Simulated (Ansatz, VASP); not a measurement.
## Re in VASP and in Ansatz

File INCAR:

```
SYSTEM = Re
PREC = Accurate
ENCUT = 520
EDIFF = 1E-7
ISMEAR = 0
SIGMA = 0.15
LREAL = .FALSE.
LASPH = .TRUE.
NELM = 60
ALGO = Fast
ISIF = 2
LWAVE = .FALSE.
LCHARG = .TRUE.
GGA = PE
LELF = .TRUE.
LVHAR = .TRUE.
NBANDS = 14
```

The input KPOINTS:

```
Automatic mesh
0
G
  18 18 10
  0 0 0
```

The input POSCAR:

```
Re
1.0
    2.7748241524      0.0000000000      0.0000000000
   -1.3874120762      2.4030682070      0.0000000000
    0.0000000000      0.0000000000      4.4842238099
Re
2
Direct
    0.3248025726      0.6496051451      0.2229050098
    0.6751974274      0.3503948549      0.7770949902
```

Input for Ansatz:

```yaml
crystal:
  lattice:
    - [2.7748241524, 0.0, 0.0]
    - [-1.3874120762, 2.403068207, 0.0]
    - [0.0, 0.0, 4.4842238099]
  atoms:
    - { symbol: Re, position: [0.3248025726, 0.6496051451, 0.2229050098] }
    - { symbol: Re, position: [0.6751974274, 0.3503948549, 0.7770949902] }
basis:
  ecutwfc: 420
kpoints:
  mp_grid: { grid: [18, 18, 10] }
hamiltonian:
  xc: pbe
scf:
  occupations: { method: gaussian, width: 0.15 }
output:
  forces: true
  stress: true
  eigenvalues: true
```

Change from the starting cell: mode 4 frozen in at -0.121 Å and mode 6 at -0.041 Å (largest displacements).

Alike in both runs: task single point; functional PBE; k mesh 18 × 18 × 10; occupations gaussian, width 0.15 eV; no spin polarisation.

|  | VASP | Ansatz |
| --- | --- | --- |
| version | VASP 6.6.1 | Ansatz 0.2.0 |
| potentials or method | VASP PAW PBE potentials, release 64 (Re), cutoff 520 eV | scalar-relativistic, plane waves, PAW |
| valence electrons in the cell | 14 | 30 |

|  | VASP | Ansatz | Ansatz less VASP |
| --- | --- | --- | --- |
| gap on the k mesh at the Fermi level (eV) | none | none | - |
| pressure (GPa) | 9.3 | 9.8 | +0.52 |
| traceless stress, the component that is largest in VASP (GPa) | 4.90 | 5.21 | +0.306 |
| rms of the force components (eV/Å) | 1.470 | 1.532 | +0.0621 |

Atom by atom the forces differ by 0.062 eV/Å (rms over components). A gap of «none» marks a metal or a gap that the smearing closes. VASP's potentials hold 14 valence electrons a cell and Ansatz's 30, so a difference there can come from the potentials and not from the codes.

Spin-orbit coupling is off throughout.
